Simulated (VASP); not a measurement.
Set up this calculation in VASP 6.6.1, as the native input.

```
Task                   : single point
Functional             : PBE
Potentials or basis    : VASP PAW PBE potentials, release 64 (W_sv, Si)
Cutoff                 : 520 eV
k mesh                 : 11 × 11 × 11
Occupations            : fermi-dirac, width 0.08 eV
Spin                   : no spin polarisation
Dipole correction      : no
Further INCAR settings : ALGO = Normal; EDIFF = 1e-07; NBANDS = 16
```

The structure of SiW (zincblende type) lies in POSCAR:

```
SiW
1.0
    0.0000000000      2.5919829552      2.5919829552
    2.5919829552      0.0000000000      2.5919829552
    2.5919829552      2.5919829552      0.0000000000
W Si
1 1
Direct
    0.0000000000      0.0000000000      0.0000000000
    0.2500000000      0.2500000000      0.2500000000
```

This cell differs from its parent crystal: volume scaled by 0.8.

One way to write it, as run:

INCAR

```
PREC = Accurate ; ENCUT = 520
EDIFF = 1E-7 ; ISMEAR = -1
SIGMA = 0.08 ; LREAL = F
LASPH = T ; NELM = 80
ALGO = Normal ; ISIF = 2
LWAVE = F ; LCHARG = F
GGA = PE ; NBANDS = 16
```

KPOINTS

```
regular mesh
0
Gamma
  11 11 11
```

Potentials or basis: VASP PAW PBE potentials, release 64 (W_sv, Si).

Command:

```bash
$ cat potpaw_PBE.64/W_sv/POTCAR potpaw_PBE.64/Si/POTCAR > POTCAR
$ mpirun -np 1 vasp_std > vasp.out
```

It gave:

- Pressure: 38.2 GPa
- Band gap on the k mesh: zero (band 9 reaches 8.41 eV, above the bottom of band 10 at 7.57 eV)

Caveat: spin-orbit coupling is left out, which moves the levels of the heavy elements.

Wall time 14 s on 1 thread of Intel(R) Xeon(R) 6975P-C (Granite Rapids), on a shared host, peak memory 0.17 GiB.
